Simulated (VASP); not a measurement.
# Tl (Pm-3m) in VASP: single point with PBE

Aim: the single point of Tl with PBE.

Program: VASP 6.6.1. These are calculated values, not measurements. Logs are shortened: lines on timing, memory, paths and dates and some standing lists are left out, and cuts for length are marked.

### Step 1. The cell of the first run

It takes space group Pm-3m (No. 221, cubic). Conventional cell: a = 3.252 Å, b = 3.252 Å, c = 3.252 Å, α = 90.00°, β = 90.00°, γ = 90.00°. Within 4.3 Å of Tl (site symmetry m-3m) lie 6 Tl at 3.25 Å.

This isn't the form of Tl at room conditions, which is hcp.

### Step 2. Single point, PBE

Input file INCAR:

```
PREC = Accurate
ENCUT = 520
EDIFF = 1E-7
ISMEAR = -1
SIGMA = 0.08
LREAL = F
LASPH = T
NELM = 100
ALGO = Normal
ISIF = 2
LWAVE = F
LCHARG = F
GGA = PE
NBANDS = 12
```

Input file KPOINTS:

```
regular mesh
0
Gamma
  12 12 12
```

Input file POSCAR:

```
Tl
1.0
    3.2516032972      0.0000000000      0.0000000000
    0.0000000000      3.2516032972      0.0000000000
    0.0000000000      0.0000000000      3.2516032972
Tl
1
Direct
    0.0000000000      0.0000000000      0.0000000000
```

Potentials or basis: VASP PAW PBE potentials, release 64 (Tl_d).

Run with:

```bash
$ cat potpaw_PBE.64/Tl_d/POTCAR > POTCAR
$ mpirun -np 1 vasp_std > vasp.out
```

OUTCAR:

```text
PREC = Accurate
   ENCUT = 520
   EDIFF = 1E-7
   ISMEAR = -1
   LREAL = F
   LASPH = T
   NELM = 100
   ISIF = 2
   GGA = PE

 ion  position               nearest neighbor table
   1  0.000  0.000  0.000-

  LATTYP: Found a simple cubic cell.
 ALAT       =     3.2516032972

  Lattice vectors:

 A1 = (   3.2516032972,   0.0000000000,   0.0000000000)
 A2 = (   0.0000000000,   3.2516032972,   0.0000000000)
 A3 = (   0.0000000000,   0.0000000000,   3.2516032972)

Analysis of symmetry for initial positions (statically):
=====================================================================
 Subroutine PRICEL returns:
 Original cell was already a primitive cell.

 Routine SETGRP: Setting up the symmetry group for a
 simple cubic supercell.

 Subroutine GETGRP returns: Found 48 space group operations
 (whereof 48 operations were pure point group operations)
 out of a pool of 48 trial point group operations.

The static configuration has the point symmetry O_h .

Analysis of symmetry for dynamics (positions and initial velocities):
=====================================================================
 Subroutine PRICEL returns:
 Original cell was already a primitive cell.

 Routine SETGRP: Setting up the symmetry group for a
 simple cubic supercell.

 Subroutine GETGRP returns: Found 48 space group operations
 (whereof 48 operations were pure point group operations)
 out of a pool of 48 trial point group operations.

The dynamic configuration has the point symmetry O_h .

 Subroutine INISYM returns: Found 48 space group operations
 (whereof 48 operations are pure point group operations),
 and found     1 'primitive' translations

----------------------------------------------------------------------------------------

                                     Primitive cell

  volume of cell :      34.3790

  direct lattice vectors                    reciprocal lattice vectors
     3.251603297  0.000000000  0.000000000     0.307540591  0.000000000  0.000000000
     0.000000000  3.251603297  0.000000000     0.000000000  0.307540591  0.000000000
     0.000000000  0.000000000  3.251603297     0.000000000  0.000000000  0.307540591

  length of vectors
     3.251603297  3.251603297  3.251603297     0.307540591  0.307540591  0.307540591

  position of ions in fractional coordinates (direct lattice)
     0.000000000  0.000000000  0.000000000

  ion indices of the primitive-cell ions
   primitive index   ion index
                 1           1

----------------------------------------------------------------------------------------

 KPOINTS: regular mesh

Automatic generation of k-mesh.
 Grid dimensions read from file:
 generate k-points for:   12   12   12

 Generating k-lattice:

  Cartesian coordinates                     Fractional coordinates (reciprocal lattice)
     0.025628383  0.000000000  0.000000000     0.083333333  0.000000000  0.000000000
     0.000000000  0.025628383  0.000000000     0.000000000  0.083333333  0.000000000
     0.000000000  0.000000000  0.025628383     0.000000000  0.000000000  0.083333333

  Length of vectors
     0.025628383  0.025628383  0.025628383

  Shift w.r.t. Gamma in fractional coordinates (k-lattice)
     0.000000000  0.000000000  0.000000000

 Subroutine IBZKPT returns following result:
 ===========================================

 Found     84 irreducible k-points:

 Following reciprocal coordinates:
            Coordinates               Weight
  0.000000  0.000000  0.000000      1.000000
  0.083333  0.000000  0.000000      6.000000
  0.166667  0.000000  0.000000      6.000000
  0.250000  0.000000  0.000000      6.000000
  0.333333  0.000000  0.000000      6.000000
  0.416667  0.000000  0.000000      6.000000
[... 16 lines left out ...]
  0.333333  0.333333  0.000000     12.000000
  0.416667  0.333333  0.000000     24.000000
 [... further k-points ...]
   k-points           NKPTS =     84   k-points in BZ     NKDIM =     84   number of bands    NBANDS=     12
   number of dos      NEDOS =    301   number of ions     NIONS =      1
   total plane-waves  NPLWV =  13824
   dimension x,y,z NGX =    24 NGY =   24 NGZ =   24
   dimension x,y,z NGXF=    48 NGYF=   48 NGZF=   48
   ions per type =               1
   NGX,Y,Z   is equivalent  to a cutoff of  12.27, 12.27, 12.27 a.u.
   NGXF,Y,Z  is equivalent  to a cutoff of  24.54, 24.54, 24.54 a.u.
 SYSTEM =  unknown system
   PREC   = accura    normal or accurate (medium, high low for compatibility)
   ISTART =      0    job   : 0-new  1-cont  2-samecut
   ICHARG =      2    charge: 1-file 2-atom 10-const
   ISPIN  =      1    spin polarized calculation?
   LNONCOLLINEAR =      F non collinear calculations
   LSORBIT =      F    spin-orbit coupling
   LASPH  =      T    aspherical Exc in radial PAW
   ENCUT  =  520.0 eV  38.22 Ry    6.18 a.u.   6.05  6.05  6.05*2*pi/ulx,y,z
   NELM   =    100;   NELMIN=  2; NELMDL= -5     # of ELM steps
   EDIFF  = 0.1E-06   stopping-criterion for ELM
   LREAL  =      F    real-space projection
   EDIFFG = 0.1E-05   stopping-criterion for IOM
   NSW    =      0    number of steps for IOM
   IBRION =     -1    ionic relax: 0-MD 1-quasi-New 2-CG
   NFREE  =      0    steps in history (QN), initial steepest desc. (CG)
   ISIF   =      2    stress and relaxation
   ISYM   =      2    0-nonsym 1-usesym 2-fastsym
   POTIM  = 0.5000    time-step for ionic-motion
   TEBEG  =    0.0;   TEEND  =   0.0 temperature during run
   PSTRESS=    0.0 pullay stress
   NELECT =      13.0000    total number of electrons
   NUPDOWN=      -1.0000    fix difference up-down
   EMIN   =  10.00;   EMAX   =-10.00  energy-range for DOS
   EFERMI =   0.00;   METHOD = LEGACY
   ISMEAR =    -1;   SIGMA  =   0.08  broadening in eV -4-tet -1-fermi 0-gaus
   EFERMI_NEDOS =   21; number of points for ismear=-14 and -15
   IALGO  =     38    algorithm
   IMIX   =      4    mixing-type and parameters
     AMIX     =   0.40;   BMIX     =  1.00
     AMIX_MAG =   1.60;   BMIX_MAG =  1.00
  volume/ion in A,a.u.               =      34.38       232.00
  Fermi-wavevector in a.u.,A,eV,Ry     =   1.183837  2.237127 19.068141  1.401469
  Thomas-Fermi vector in A             =   2.320063
   LORBIT       =      0    0 simple, 1 ext, 2 COOP (PROOUT), +10 PAW based schemes
   GGA     = PE    functional components
   LHFCALC =     F    Hartree Fock is set to
   AEXX    =    0.0000 exact exchange contribution
   IVDW    =     0    specifies the selected vdW correction
   LEPSILON=     F    determine dielectric tensor
   LRPA    =     F    only Hartree local field effects (RPA)
 non-spin polarized calculation
  energy-cutoff  :      520.00
  volume of cell :       34.38
 maximum number of plane-waves:       952
   NGX = 13   NGY = 13   NGZ = 13

 number of electron      12.9999998 magnetization

 Free energy of the ion-electron system (eV)
  ---------------------------------------------------
  ext. energy  EPLUGINS =         0.00000000
  ---------------------------------------------------
  free energy    TOTEN  =        -2.09550141 eV

  energy without entropy =       -2.08336487  energy(sigma->0) =       -2.08943314

 E-fermi :   4.9145     XC(G=0):  -9.2182

 val. band max:        4.9130941634   @ k =   0.4167   0.4167   0.0833
 cond. band min:       4.9356189786   @ k =   0.5000   0.5000   0.1667
 fundamental gap:      0.0225248152
 Fermi energy:         4.9145197703

 k-point     1 :       0.0000    0.0000    0.0000
  band No.  band energies     occupation
      1      -7.2162      2.00000
      2      -7.2162      2.00000
      3      -6.3504      2.00000
      4      -6.3504      2.00000
      5      -6.3504      2.00000
      6      -4.3874      2.00000
      7      11.3375      0.00000
      8      11.3375      0.00000
      9      11.3375      0.00000
     10      13.9647      0.00000
     11      15.6876      0.00000
     12      15.6876      0.00000

 k-point     2 :       0.0833    0.0000    0.0000
  band No.  band energies     occupation
      1      -7.2124      2.00000
      2      -7.1770      2.00000
      3      -6.3673      2.00000
      4      -6.3673      2.00000
      5      -6.3490      2.00000
      6      -4.2851      2.00000
      7      10.0976      0.00000
      8      11.4619      0.00000
      9      11.4619      0.00000
     10      14.4302      0.00000
     11      15.7206      0.00000
     12      16.6583      0.00000

 k-point     3 :       0.1667    0.0000    0.0000
  band No.  band energies     occupation
      1      -7.2020      2.00000
      2      -7.0738      2.00000
      3      -6.4133      2.00000
      4      -6.4133      2.00000
      5      -6.3451      2.00000
      6      -3.9725      2.00000
      7       8.0774      0.00000
      8      11.8217      0.00000
      9      11.8217      0.00000
     10      14.7780      0.00000
     11      15.8191      0.00000
     12      18.9191      0.00000
[... 286 lines left out ...]
 k-point    23 :       0.3333    0.3333    0.0000
  band No.  band energies     occupation
      1      -6.9875      2.00000
      2      -6.8062      2.00000
      3      -6.5162      2.00000
      4      -6.5099      2.00000
      5      -6.4200      2.00000
      6      -1.2009      2.00000
      7       5.6738      0.00015
      8       5.9495      0.00000
      9      12.3988      0.00000
     10      14.8595      0.00000
     11      16.9919      0.00000
     12      19.5728      0.00000

 k-point    24 :       0.4167    0.3333    0.0000
  band No.  band energies     occupation
      1      -6.9661      2.00000
      2      -6.8677      2.00000
      3      -6.5555      2.00000
      4      -6.5074      2.00000
      5      -6.3061      2.00000
      6      -0.4683      2.00000
      7       4.3352      1.99857
      8       6.4294      0.00000
      9      11.2768      0.00000
     10      15.5316      0.00000
     11      17.4983      0.00000
     12      19.0338      0.00000

 [... further k-points ...]
[... 5 lines left out ...]
  --------------------------------------------------------------------------------------
  -------------------------------------------------------------------------------------
  Total       -0.0109621     -0.0109621     -0.0109621     -0.0000000     -0.0000000     -0.0000000
  in kB       -0.5108712     -0.5108712     -0.5108712     -0.0000000     -0.0000000     -0.0000000
  external PRESSURE =      -0.5108712 kB  Pullay stress =       0.0000000 kB

 VOLUME and BASIS-vectors are now :
 -----------------------------------------------------------------------------
  energy-cutoff  :      520.00
  volume of cell :       34.38
      direct lattice vectors                 reciprocal lattice vectors
     3.251603297  0.000000000  0.000000000     0.307540591  0.000000000  0.000000000
     0.000000000  3.251603297  0.000000000     0.000000000  0.307540591  0.000000000
     0.000000000  0.000000000  3.251603297     0.000000000  0.000000000  0.307540591

 POSITION                                       TOTAL-FORCE (eV/Angst)
 -----------------------------------------------------------------------------------
      0.00000      0.00000      0.00000         0.000000      0.000000      0.000000
 -----------------------------------------------------------------------------------
    total drift:                                0.000000      0.000000      0.000000

  FREE ENERGIE OF THE ION-ELECTRON SYSTEM (eV)
  ---------------------------------------------------
  free  energy   TOTEN  =        -2.0955014081 eV

  energy  without entropy=       -2.0833648705  energy(sigma->0) =       -2.08943314
```

It took 6.1 s on 1 thread of Intel Xeon 6975P-C (Granite Rapids), shared host; peak memory 0.15 GiB.

What came out:

| Item | Value |
| --- | --- |
| Free energy | -2.0955 eV |
| Pressure | -0.1 GPa |
| Band gap on the k mesh | zero (an odd number of electrons rules out a gap without spin polarisation) |

Levels at points of the mesh, in eV from the Fermi level:
```tsv
k point	band 4	band 5	band 6	band 7	band 8	band 9
(0.00, 0.00, 0.00)	-11.26	-11.26	-9.30	6.42	6.42	6.42
(0.50, 0.00, 0.00)	-11.51	-11.24	-6.42	-2.76	8.98	8.98
(0.50, 0.50, 0.00)	-11.48	-11.00	-3.84	-0.42	-0.42	4.49
(0.50, 0.50, 0.50)	-10.99	-10.99	-1.20	1.85	1.85	1.85
```

Caveat: spin-orbit coupling is left out, which moves the levels of the heavy elements.
